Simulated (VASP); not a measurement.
# KH17O9 in VASP: a series of runs, part 2 of 2

VASP 6.6.1.

## Step 3: Single point, PBE+D3(BJ)

The input, INCAR:

```
SYSTEM = KH17O9
  PREC = Accurate
  ENCUT = 520
  EDIFF = 1E-6
  ISMEAR = -1
  SIGMA = 0.02
  LREAL = .False.
  LASPH = .True.
  NELM = 120
  ALGO = Normal
  ISIF = 2
  LWAVE = .False.
  LCHARG = .False.
  GGA = PE
  IVDW = 12
  NBANDS = 59
  GGA_COMPAT = .False.
```

The input, KPOINTS:

```
Automatic mesh
0
Gamma
  1 1 1
  0 0 0
```

The input, POSCAR:

```
KH17O9
1.0
    7.1738770000      0.0000000000      0.0000000000
    0.0000000000      7.1738770000      0.0000000000
    0.0000000000      0.0000000000      7.1738770000
O H K
9 17 1
Direct
    0.8679825428      0.1678590252      0.3404714076
    0.2362878538      0.8325344859      0.9304731598
    0.4693138731      0.6388735129      0.2853547670
    0.0757331078      0.5259638547      0.4813296910
    0.7362685477      1.0134687283      0.8110955903
    0.0969210930      0.8746874249      0.2719728816
    0.5395548321      0.3116306566      1.0357300522
    0.0561342214      0.4357894622      0.8297884115
    0.0843337570      0.1061211392      0.7938664128
    0.9225555442      0.2898153955      0.3671794206
    0.9797909833      0.0830373869      0.3631648549
    0.1496959036      0.9246046454      0.8612358422
    0.2331654139      0.7168926928      0.8692789129
    0.3981389700      0.6794234136      0.1717620751
    0.5522676232      0.5505670086      0.2248993118
    0.1975500834      0.5459391066      0.4189784687
    0.0917356124      0.5013746402      0.6208358465
    0.7679529493      0.9252876792      0.9048803039
    0.8843335340      1.0457246479      0.7906045782
    0.1153769433      0.8570958214      0.1381679669
    0.0687354969      0.7487722469      0.3231167749
    0.6092521519      0.2085343811      0.9783134001
    0.4059729488      0.2764056312      1.0029444330
   -0.0670070033      0.4751126901      0.8422502923
    0.0583505962      0.2898432744      0.8160998579
    0.1217612178      0.1448031518      0.6723979237
    0.5357214795      0.0135770379      0.4738302594
```

Potentials or basis: VASP PAW PBE potentials, release 64 (O, H, K_sv).

Command:

```console
$ cat potpaw_PBE.64/O/POTCAR potpaw_PBE.64/H/POTCAR potpaw_PBE.64/K_sv/POTCAR > POTCAR
$ mpirun -np 1 vasp_gam > vasp.out
```

OUTCAR:

```text
SYSTEM = KH17O9
   PREC = Accurate
   ENCUT = 520
   EDIFF = 1E-6
   ISMEAR = -1
   LREAL = .False.
   LASPH = .True.
   NELM = 120
   ISIF = 2
   GGA = PE
   IVDW = 12
 IVDW          = 12

 ion  position               nearest neighbor table
   1  0.868  0.168  0.340-  10 0.98  11 1.02  27 2.80
   2  0.236  0.833  0.930-  13 0.94  12 1.03
   3  0.469  0.639  0.285-  15 0.97  14 1.00
   4  0.076  0.526  0.481-  16 0.99  17 1.02
   5  0.736  0.013  0.811-  18 0.95  19 1.10  27 2.81
   6  0.097  0.875  0.272-  20 0.98  21 1.00
   7  0.540  0.312  0.036-  22 0.98  23 1.02
   8  0.056  0.436  0.830-  24 0.93  25 1.05
   9  0.084  0.106  0.794-  26 0.95  25 1.34
  10  0.923  0.290  0.367-   1 0.98
  11  0.980  0.083  0.363-   1 1.02
  12  0.150  0.925  0.861-   2 1.03
  13  0.233  0.717  0.869-   2 0.94
  14  0.398  0.679  0.172-   3 1.00
  15  0.552  0.551  0.225-   3 0.97
  16  0.198  0.546  0.419-   4 0.99
  17  0.092  0.501  0.621-   4 1.02
  18  0.768  0.925  0.905-   5 0.95
  19  0.884  0.046  0.791-   5 1.10
  20  0.115  0.857  0.138-   6 0.98
  21  0.069  0.749  0.323-   6 1.00
  22  0.609  0.209  0.978-   7 0.98
  23  0.406  0.276  0.003-   7 1.02
  24  0.933  0.475  0.842-   8 0.93
  25  0.058  0.290  0.816-   8 1.05   9 1.34
  26  0.122  0.145  0.672-   9 0.95
  27  0.536  0.014  0.474-   1 2.80   5 2.81

  LATTYP: Found a simple cubic cell.
 ALAT       =     7.1738770000

  Lattice vectors:

 A1 = (   7.1738770000,   0.0000000000,   0.0000000000)
 A2 = (   0.0000000000,   7.1738770000,   0.0000000000)
 A3 = (   0.0000000000,   0.0000000000,   7.1738770000)

Analysis of symmetry for initial positions (statically):
=====================================================================
 Subroutine PRICEL returns:
 Original cell was already a primitive cell.

 Routine SETGRP: Setting up the symmetry group for a
 simple cubic supercell.

 Subroutine GETGRP returns: Found  1 space group operations
 (whereof  1 operations were pure point group operations)
 out of a pool of 48 trial point group operations.

The static configuration has the point symmetry C_1 .

Analysis of symmetry for dynamics (positions and initial velocities):
=====================================================================
 Subroutine PRICEL returns:
 Original cell was already a primitive cell.

 Routine SETGRP: Setting up the symmetry group for a
 simple cubic supercell.

 Subroutine GETGRP returns: Found  1 space group operations
 (whereof  1 operations were pure point group operations)
 out of a pool of 48 trial point group operations.

The dynamic configuration has the point symmetry C_1 .

 Subroutine INISYM returns: Found  1 space group operations
 (whereof  1 operations are pure point group operations),
 and found     1 'primitive' translations

----------------------------------------------------------------------------------------

                                     Primitive cell

  volume of cell :     369.2001

  direct lattice vectors                    reciprocal lattice vectors
     7.173877000  0.000000000  0.000000000     0.139394640  0.000000000  0.000000000
[... 85 lines left out ...]

 Subroutine IBZKPT returns following result:
 ===========================================

 Found      1 irreducible k-points:

 Following reciprocal coordinates:
            Coordinates               Weight
  0.000000  0.000000  0.000000      1.000000
   k-points           NKPTS =      1   k-points in BZ     NKDIM =      1   number of bands    NBANDS=     59
   number of dos      NEDOS =    301   number of ions     NIONS =     27
   total plane-waves  NPLWV = 157464
   dimension x,y,z NGX =    54 NGY =   54 NGZ =   54
   dimension x,y,z NGXF=   108 NGYF=  108 NGZF=  108
   ions per type =               9  17   1
   NGX,Y,Z   is equivalent  to a cutoff of  12.51, 12.51, 12.51 a.u.
   NGXF,Y,Z  is equivalent  to a cutoff of  25.03, 25.03, 25.03 a.u.
 SYSTEM =  KH17O9
   PREC   = accura    normal or accurate (medium, high low for compatibility)
   ISTART =      0    job   : 0-new  1-cont  2-samecut
   ICHARG =      2    charge: 1-file 2-atom 10-const
   ISPIN  =      1    spin polarized calculation?
   LNONCOLLINEAR =      F non collinear calculations
   LSORBIT =      F    spin-orbit coupling
   LASPH  =      T    aspherical Exc in radial PAW
   ENCUT  =  520.0 eV  38.22 Ry    6.18 a.u.  13.34 13.34 13.34*2*pi/ulx,y,z
   NELM   =    120;   NELMIN=  2; NELMDL= -5     # of ELM steps
   EDIFF  = 0.1E-05   stopping-criterion for ELM
   LREAL  =      F    real-space projection
   EDIFFG = 0.1E-04   stopping-criterion for IOM
   NSW    =      0    number of steps for IOM
   IBRION =     -1    ionic relax: 0-MD 1-quasi-New 2-CG
   NFREE  =      0    steps in history (QN), initial steepest desc. (CG)
   ISIF   =      2    stress and relaxation
   ISYM   =      2    0-nonsym 1-usesym 2-fastsym
   POTIM  = 0.5000    time-step for ionic-motion
   TEBEG  =    0.0;   TEEND  =   0.0 temperature during run
   PSTRESS=    0.0 pullay stress
   NELECT =      80.0000    total number of electrons
   NUPDOWN=      -1.0000    fix difference up-down
   EMIN   =  10.00;   EMAX   =-10.00  energy-range for DOS
   EFERMI =   0.00;   METHOD = LEGACY
   ISMEAR =    -1;   SIGMA  =   0.02  broadening in eV -4-tet -1-fermi 0-gaus
   EFERMI_NEDOS =   21; number of points for ismear=-14 and -15
   IALGO  =     38    algorithm
   IMIX   =      4    mixing-type and parameters
     AMIX     =   0.40;   BMIX     =  1.00
     AMIX_MAG =   1.60;   BMIX_MAG =  1.00
  volume/ion in A,a.u.               =      13.67        92.28
  Fermi-wavevector in a.u.,A,eV,Ry     =   0.983296  1.858160 13.155077  0.966871
  Thomas-Fermi vector in A             =   2.114443
   LORBIT       =      0    0 simple, 1 ext, 2 COOP (PROOUT), +10 PAW based schemes
   GGA     = PE    functional components
   LHFCALC =     F    Hartree Fock is set to
   AEXX    =    0.0000 exact exchange contribution
   IVDW    =    12    specifies the selected vdW correction
   LEPSILON=     F    determine dielectric tensor
   LRPA    =     F    only Hartree local field effects (RPA)
 non-spin polarized calculation
  energy-cutoff  :      520.00
  volume of cell :      369.20
 maximum number of plane-waves:      4922
 NGX is ok and might be reduce to    54
   NGX = 27   NGY = 27   NGZ = 27

 number of electron      80.0000009 magnetization

 Free energy of the ion-electron system (eV)
  ---------------------------------------------------
  ext. energy  EPLUGINS =         0.00000000
  ---------------------------------------------------
  free energy    TOTEN  =      -129.57282400 eV

  energy without entropy =     -129.57282400  energy(sigma->0) =     -129.57282400

 E-fermi :  -3.0910     XC(G=0):  -6.0125

 val. band max:       -3.6388729535   @ k =   0.0000   0.0000   0.0000
 cond. band min:       0.2386923541   @ k =   0.0000   0.0000   0.0000
 fundamental gap:      3.8775653076
 Fermi energy:        -3.0909551562

 k-point     1 :       0.0000    0.0000    0.0000
  band No.  band energies     occupation
      1     -32.0446      2.00000
      2     -22.8366      2.00000
      3     -22.5874      2.00000
      4     -22.2324      2.00000
      5     -22.1978      2.00000
      6     -22.0646      2.00000
[... 44 lines left out ...]
     51       5.1567      0.00000
     52       5.2137      0.00000
 [bands above 52 left out]

------------------------ aborting loop because EDIFF is reached ----------------------------------------

 Edisp (eV)   -0.88032

 E8    (eV) :    -0.2213

  FORCE on cell =-STRESS in cart. coord.  units (eV):
  Direction    XX          YY          ZZ          XY          YZ          ZX
  --------------------------------------------------------------------------------------
  -------------------------------------------------------------------------------------
  Total      -4.38276     3.32156    -0.07346    -3.33866     0.27114    -1.79936
  in kB     -19.01939    14.41422    -0.31879   -14.48841     1.17663    -7.80849
  external pressure =       -1.64 kB  Pullay stress =        0.00 kB

 VOLUME and BASIS-vectors are now :
 -----------------------------------------------------------------------------
  energy-cutoff  :      520.00
  volume of cell :      369.20
      direct lattice vectors                 reciprocal lattice vectors
     7.173877000  0.000000000  0.000000000     0.139394640  0.000000000  0.000000000
     0.000000000  7.173877000  0.000000000     0.000000000  0.139394640  0.000000000
     0.000000000  0.000000000  7.173877000     0.000000000  0.000000000  0.139394640

 POSITION                                       TOTAL-FORCE (eV/Angst)
 -----------------------------------------------------------------------------------
      6.22680      1.20420      2.44250         1.167374     -0.537470      0.654383
      1.69510      5.97250      6.67510         0.102424      1.062248      0.935986
      3.36680      4.58320      2.04710        -0.784826      0.603587     -1.153103
      0.54330      3.77320      3.45300         0.536702      0.100365     -0.773987
      5.28190      0.09662      5.81870         1.472692      0.756879     -0.766417
      0.69530      6.27490      1.95110        -0.227654     -0.585721      1.201833
[... 19 lines left out ...]
      0.87350      1.03880      4.82370         0.288234     -0.463141     -1.274148
      3.84320      0.09740      3.39920         0.218923     -0.130762     -0.036889
 -----------------------------------------------------------------------------------
    total drift:                                0.000759      0.000098     -0.001360

  FREE ENERGIE OF THE ION-ELECTRON SYSTEM (eV)
  ---------------------------------------------------
  free  energy   TOTEN  =      -130.4531417033 eV

  energy  without entropy=     -130.4531417033  energy(sigma->0) =     -130.45314170
```

It took 53 s on 1 thread of AMD EPYC 7R43 (Zen 3), shared host; peak memory 0.31 GiB.

Results:

| Quantity | Value |
| --- | --- |
| Free energy | -130.4531 eV |
| Pressure | -0.2 GPa |
| Largest force | 2.275 eV/Å |
| Band gap on the k mesh | 3.88 eV |
| Dispersion energy per atom | -0.033 eV |

Forces in eV/Å, atoms in the order of the input:
```
O    1.167 -0.537  0.654
O    0.102  1.062  0.936
O   -0.785  0.604 -1.153
O    0.537  0.100 -0.774
O    1.473  0.757 -0.766
O   -0.228 -0.586  1.202
O   -1.929 -0.574 -0.357
O    2.171  0.614 -0.293
O   -0.641 -0.563  0.162
H   -0.157  0.397  0.054
H   -1.328  0.237 -0.783
H    0.845  0.236 -0.013
H   -0.304 -1.784 -0.828
H    0.263  0.109  1.002
H    0.340 -0.599  0.101
H   -0.295 -0.341  0.714
H   -0.012  0.047 -0.294
H   -0.581 -1.127  1.106
H   -1.133  0.628 -0.357
H    0.446 -0.077 -0.614
H   -0.059  0.750  0.036
H    0.378 -0.070 -0.136
H    1.556  0.587  0.415
H   -2.153  0.573  0.380
H   -0.182  0.150  0.919
H    0.288 -0.463 -1.274
K    0.219 -0.131 -0.037
```

Caveat: the k points lie up to 0.88 Å⁻¹ apart.
